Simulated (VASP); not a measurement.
# N (C2/m) in VASP: single point with LDA

Aim: the single point of N with LDA.

Everything below comes from runs of VASP 6.6.1. Logs are shortened: lines on timing, memory, paths and dates and some standing lists are left out, and cuts for length are marked.

### Step 1. The cell of the first run

The structure is monoclinic, space group C2/m (No. 12). Conventional cell: a = 6.109 Å, b = 3.527 Å, c = 13.695 Å, α = 90.00°, β = 102.89°, γ = 90.00°. N (site symmetry m) has 1 N at 1.09 Å within 1.5 Å. Within 1.5 Å of N (site symmetry m) lie 1 N at 1.09 Å. Within 1.5 Å of N (site symmetry m) lie 1 N at 1.09 Å. Within 1.5 Å of N (site symmetry m) lie 1 N at 1.09 Å.

### Step 2. Single point, LDA

File INCAR:

```
ALGO     = Normal         # electronic algorithm
EDIFF    = 1E-6           # SCF threshold, eV
ENCUT    = 520            # plane-wave cutoff, eV
GGA      = CA             # functional
ISIF     = 2              # what is computed and relaxed
ISMEAR   = 0              # smearing method
ISYM     = 0            
LASPH    = True           # aspherical terms in the spheres
LCHARG   = False          # write CHGCAR
LREAL    = False          # projectors in reciprocal space
LWAVE    = False          # write WAVECAR
NBANDS   = 30             # bands
NELM     = 60             # most SCF steps
PREC     = Accurate       # precision mode
SIGMA    = 0.05           # smearing width, eV
```

File KPOINTS:

```
k-points
0
Gamma
  7 7 2
```

File POSCAR:

```
N
1.0
   -3.5269202438      0.0000000000      0.0000000000
   -1.7634601219     -3.0544025283      0.0000000000
   -0.8817300610      1.5272012641     13.3505029787
N
8
Direct
   -0.1344849762      0.8011516429      0.9356366191
    0.1211327897      0.5455338770      0.4244010873
   -0.0935105377      0.7601772043      0.8536877420
    0.1621072282      0.5045594385      0.3424522103
    0.5822750059      0.7510583274      0.1687833215
    0.3266572401      1.0066760933      0.6800188532
    0.6232494445      0.7100838889      0.0868344444
    0.3676316786      0.9657016547      0.5980699762
```

Potentials or basis: VASP PAW LDA potentials, release 64 (N).

Command:

```
$ cat potpaw_LDA.64/N/POTCAR > POTCAR
$ mpirun -np 1 vasp_std > vasp.out
```

OUTCAR:

```text
EDIFF = 1E-6
   ENCUT = 520
   GGA = CA
   ISIF = 2
   ISMEAR = 0
   ISYM = 0
   LASPH = True
   LREAL = False
   NELM = 60
   PREC = Accurate

 ion  position               nearest neighbor table
   1  0.866  0.801  0.936-   3 1.09
   2  0.121  0.546  0.424-   4 1.09
   3  0.906  0.760  0.854-   1 1.09
   4  0.162  0.505  0.342-   2 1.09
   5  0.582  0.751  0.169-   7 1.09
   6  0.327  0.007  0.680-   8 1.09
   7  0.623  0.710  0.087-   5 1.09
   8  0.368  0.966  0.598-   6 1.09

IMPORTANT INFORMATION: All symmetrisations will be switched off!
NOSYMM: (Re-)initialisation of all symmetry stuff for point group C_1.

----------------------------------------------------------------------------------------

                                     Primitive cell

  volume of cell :     143.8201

  direct lattice vectors                    reciprocal lattice vectors
    -3.526920244  0.000000000  0.000000000    -0.283533488  0.163698136 -0.037451772
    -1.763460122 -3.054402528  0.000000000     0.000000000 -0.327396272  0.037451772
    -0.881730061  1.527201264 13.350502979     0.000000000  0.000000000  0.074903545

  length of vectors
     3.526920244  3.526920244 13.466466552     0.329531416  0.329531416  0.074903545

  position of ions in fractional coordinates (direct lattice)
     0.865515024  0.801151643  0.935636619
     0.121132790  0.545533877  0.424401087
     0.906489462  0.760177204  0.853687742
     0.162107228  0.504559439  0.342452210
     0.582275006  0.751058327  0.168783322
     0.326657240  0.006676093  0.680018853
     0.623249444  0.710083889  0.086834444
     0.367631679  0.965701655  0.598069976

  ion indices of the primitive-cell ions
   primitive index   ion index
                 1           1
                 2           2
                 3           3
                 4           4
                 5           5
                 6           6
                 7           7
                 8           8

----------------------------------------------------------------------------------------

 KPOINTS: k-points

Automatic generation of k-mesh.
 Grid dimensions read from file:
 generate k-points for:    7    7    2

 Generating k-lattice:

  Cartesian coordinates                     Fractional coordinates (reciprocal lattice)
    -0.040504784  0.023385448 -0.005350253     0.142857143  0.000000000  0.000000000
     0.000000000 -0.046770896  0.005350253     0.000000000  0.142857143  0.000000000
     0.000000000  0.000000000  0.037451772     0.000000000  0.000000000  0.500000000

  Length of vectors
     0.047075917  0.047075917  0.037451772

  Shift w.r.t. Gamma in fractional coordinates (k-lattice)
     0.000000000  0.000000000  0.000000000

 -----------------------------------------------------------------------------
|                                                                             |
|           W    W    AA    RRRRR   N    N  II  N    N   GGGG   !!!           |
|           W    W   A  A   R    R  NN   N  II  NN   N  G    G  !!!           |
|           W    W  A    A  R    R  N N  N  II  N N  N  G       !!!           |
|           W WW W  AAAAAA  RRRRR   N  N N  II  N  N N  G  GGG   !            |
|           WW  WW  A    A  R   R   N   NN  II  N   NN  G    G                |
|           W    W  A    A  R    R  N    N  II  N    N   GGGG   !!!           |
|                                                                             |
|     Your reciprocal lattice and k-lattice belong to different lattice       |
|     classes:                                                                |
|                                                                             |
|        The reciprocal lattice is body-centered orthorhombic,                |
|        whereas your k-lattice is base-centered monoclinic.                  |
|                                                                             |
|     Results are often still useful ...                                      |
|                                                                             |
 -----------------------------------------------------------------------------

 WARNING: IBZKPT: internal override: KBLOWUP is changed to .FALSE.
      ... skipping the blow-up phase ...

 Subroutine IBZKPT returns following result:
 ===========================================

 Found     50 irreducible k-points:

 Following reciprocal coordinates:
            Coordinates               Weight
  0.000000  0.000000  0.000000      1.000000
  0.142857  0.000000  0.000000      2.000000
  0.285714  0.000000  0.000000      2.000000
  0.428571  0.000000  0.000000      2.000000
  0.000000  0.142857 -0.000000      2.000000
  0.142857  0.142857  0.000000      2.000000
[... 16 lines left out ...]
 -0.428571  0.428571 -0.000000      2.000000
 -0.285714  0.428571  0.000000      2.000000
 [... further k-points ...]
   k-points           NKPTS =     50   k-points in BZ     NKDIM =     50   number of bands    NBANDS=     30
   number of dos      NEDOS =    301   number of ions     NIONS =      8
   total plane-waves  NPLWV =  78400
   dimension x,y,z NGX =    28 NGY =   28 NGZ =  100
   dimension x,y,z NGXF=    56 NGYF=   56 NGZF=  200
   ions per type =               8
   NGX,Y,Z   is equivalent  to a cutoff of  13.20, 13.20, 12.35 a.u.
   NGXF,Y,Z  is equivalent  to a cutoff of  26.40, 26.40, 24.69 a.u.
 SYSTEM =  unknown system
   PREC   = accura    normal or accurate (medium, high low for compatibility)
   ISTART =      0    job   : 0-new  1-cont  2-samecut
   ICHARG =      2    charge: 1-file 2-atom 10-const
   ISPIN  =      1    spin polarized calculation?
   LNONCOLLINEAR =      F non collinear calculations
   LSORBIT =      F    spin-orbit coupling
   LASPH  =      T    aspherical Exc in radial PAW
   ENCUT  =  520.0 eV  38.22 Ry    6.18 a.u.   6.56  6.56 25.04*2*pi/ulx,y,z
   NELM   =     60;   NELMIN=  2; NELMDL= -5     # of ELM steps
   EDIFF  = 0.1E-05   stopping-criterion for ELM
   LREAL  =      F    real-space projection
   EDIFFG = 0.1E-04   stopping-criterion for IOM
   NSW    =      0    number of steps for IOM
   IBRION =     -1    ionic relax: 0-MD 1-quasi-New 2-CG
   NFREE  =      0    steps in history (QN), initial steepest desc. (CG)
   ISIF   =      2    stress and relaxation
   ISYM   =      0    0-nonsym 1-usesym 2-fastsym
   POTIM  = 0.5000    time-step for ionic-motion
   TEBEG  =    0.0;   TEEND  =   0.0 temperature during run
   PSTRESS=    0.0 pullay stress
   NELECT =      40.0000    total number of electrons
   NUPDOWN=      -1.0000    fix difference up-down
   EMIN   =  10.00;   EMAX   =-10.00  energy-range for DOS
   EFERMI =   0.00;   METHOD = LEGACY
   ISMEAR =     0;   SIGMA  =   0.05  broadening in eV -4-tet -1-fermi 0-gaus
   EFERMI_NEDOS =   21; number of points for ismear=-14 and -15
   IALGO  =     38    algorithm
   IMIX   =      4    mixing-type and parameters
     AMIX     =   0.40;   BMIX     =  1.00
     AMIX_MAG =   1.60;   BMIX_MAG =  1.00
  volume/ion in A,a.u.               =      17.98       121.32
  Fermi-wavevector in a.u.,A,eV,Ry     =   1.068616  2.019391 15.537037  1.141940
  Thomas-Fermi vector in A             =   2.204270
   LORBIT       =      0    0 simple, 1 ext, 2 COOP (PROOUT), +10 PAW based schemes
   GGA     = CA    functional components
   LHFCALC =     F    Hartree Fock is set to
   AEXX    =    0.0000 exact exchange contribution
   IVDW    =     0    specifies the selected vdW correction
   LEPSILON=     F    determine dielectric tensor
   LRPA    =     F    only Hartree local field effects (RPA)
 non-spin polarized calculation
 Gauss-broadening in eV      SIGMA  =   0.05
  energy-cutoff  :      520.00
  volume of cell :      143.82
 maximum number of plane-waves:      3933
 NGX is ok and might be reduce to    28
   NGX = 13   NGY = 13   NGZ = 49

 number of electron      40.0000001 magnetization

 Free energy of the ion-electron system (eV)
  ---------------------------------------------------
  ext. energy  EPLUGINS =         0.00000000
  ---------------------------------------------------
  free energy    TOTEN  =       -69.89888789 eV

  energy without entropy =      -69.89888789  energy(sigma->0) =      -69.89888789

 E-fermi :  -4.4719     XC(G=0):  -7.9100

 val. band max:       -4.6954991643   @ k =  -0.1429   0.1429   0.0000
 cond. band min:       0.9870239768   @ k =  -0.4286   0.1429   0.5000
 fundamental gap:      5.6825231411
 Fermi energy:        -4.4718624489

 k-point     1 :       0.0000    0.0000    0.0000
  band No.  band energies     occupation
      1     -24.2005      2.00000
      2     -24.1643      2.00000
      3     -24.1489      2.00000
      4     -24.1109      2.00000
      5     -10.3854      2.00000
      6      -9.6008      2.00000
[... 22 lines left out ...]
     29       5.1670      0.00000
     30       5.4030      0.00000

 k-point     2 :       0.1429    0.0000    0.0000
  band No.  band energies     occupation
      1     -24.1818      2.00000
      2     -24.1484      2.00000
      3     -24.1323      2.00000
      4     -24.0968      2.00000
      5     -10.3021      2.00000
      6      -9.5374      2.00000
[... 22 lines left out ...]
     29       5.4993      0.00000
     30       5.7571      0.00000

 k-point     3 :       0.2857    0.0000    0.0000
  band No.  band energies     occupation
      1     -24.1393      2.00000
      2     -24.1116      2.00000
      3     -24.0959      2.00000
      4     -24.0650      2.00000
      5     -10.1053      2.00000
      6      -9.3533      2.00000
[... 22 lines left out ...]
     29       6.2773      0.00000
     30       6.4924      0.00000

 k-point     4 :       0.4286    0.0000    0.0000
  band No.  band energies     occupation
      1     -24.1046      2.00000
      2     -24.0796      2.00000
      3     -24.0688      2.00000
      4     -24.0393      2.00000
      5      -9.9367      2.00000
      6      -9.1282      2.00000
[... 616 lines left out ...]
     29       6.8708      0.00000
     30       7.1711      0.00000

 k-point    23 :      -0.4286    0.4286   -0.0000
  band No.  band energies     occupation
      1     -24.0915      2.00000
      2     -24.0689      2.00000
      3     -24.0631      2.00000
      4     -24.0356      2.00000
      5      -9.8373      2.00000
      6      -9.0327      2.00000
[... 22 lines left out ...]
     29       7.1552      0.00000
     30       7.3868      0.00000

 k-point    24 :      -0.2857    0.4286    0.0000
  band No.  band energies     occupation
      1     -24.0891      2.00000
      2     -24.0647      2.00000
      3     -24.0603      2.00000
      4     -24.0309      2.00000
      5      -9.8384      2.00000
      6      -8.9861      2.00000
[... 22 lines left out ...]
     29       7.1352      0.00000
     30       7.7336      0.00000

 [... further k-points ...]
[... 5 lines left out ...]
  --------------------------------------------------------------------------------------
  -------------------------------------------------------------------------------------
  Total        0.4777400     -0.0196925      9.9903247      0.4307520      0.7661195      1.3269697
  in kB        5.3220956     -0.2193770    111.2937171      4.7986416      8.5346863     14.7826413
  external PRESSURE =      38.7988119 kB  Pullay stress =       0.0000000 kB

 VOLUME and BASIS-vectors are now :
 -----------------------------------------------------------------------------
  energy-cutoff  :      520.00
  volume of cell :      143.82
      direct lattice vectors                 reciprocal lattice vectors
    -3.526920244  0.000000000  0.000000000    -0.283533488  0.163698136 -0.037451772
    -1.763460122 -3.054402528  0.000000000     0.000000000 -0.327396272  0.037451772
    -0.881730061  1.527201264 13.350502979     0.000000000  0.000000000  0.074903545

 POSITION                                       TOTAL-FORCE (eV/Angst)
 -----------------------------------------------------------------------------------
     -5.29038     -1.01813     12.49122        -1.104544     -0.637646      0.375342
     -1.76346     -1.01813      5.66597         0.000221      0.000071      1.533089
     -5.29038     -1.01813     11.39716         0.214148      0.123622     -1.789571
     -1.76346     -1.01813      4.57191        -0.000506     -0.000273     -1.533903
     -3.52692     -2.03627      2.25334        -0.214115     -0.123639      1.790604
     -1.76346      1.01813      9.07859         0.000526      0.000312      1.533430
     -3.52692     -2.03627      1.15928         1.104496      0.637677     -0.376837
     -3.52692     -2.03627      7.98453        -0.000226     -0.000124     -1.532154
 -----------------------------------------------------------------------------------
    total drift:                               -0.000042     -0.000025      0.002351

  FREE ENERGIE OF THE ION-ELECTRON SYSTEM (eV)
  ---------------------------------------------------
  free  energy   TOTEN  =       -69.8988878927 eV

  energy  without entropy=      -69.8988878927  energy(sigma->0) =      -69.89888789
```

Wall time 1.9 min (1 thread of Intel Xeon 6975P-C (Granite Rapids), shared host); peak memory 0.29 GiB.

Results:

- Free energy: -69.8989 eV
- Pressure: 3.9 GPa
- Largest force: 1.808 eV/Å
- Band gap on the k mesh: 5.68 eV (least direct gap 5.73 eV)

Forces on the atoms (eV/Å):
```
N   -1.105 -0.638  0.375
N    0.000  0.000  1.533
N    0.214  0.124 -1.790
N   -0.001  0.000 -1.534
N   -0.214 -0.124  1.791
N    0.001  0.000  1.533
N    1.104  0.638 -0.377
N    0.000  0.000 -1.532
```

Stress tensor (GPa, compression positive):
```
 0.53  0.48  1.48
 0.48 -0.02  0.85
 1.48  0.85 11.13
```

Caveat: the standard files for N, O and F lose accuracy on very short bonds; the cell stands under pressure; an odd mesh through Γ misses points on the zone boundary, where band edges can lie; forces of over 1 eV/Å act on the atoms, so gaps and moduli don't describe the material at rest.
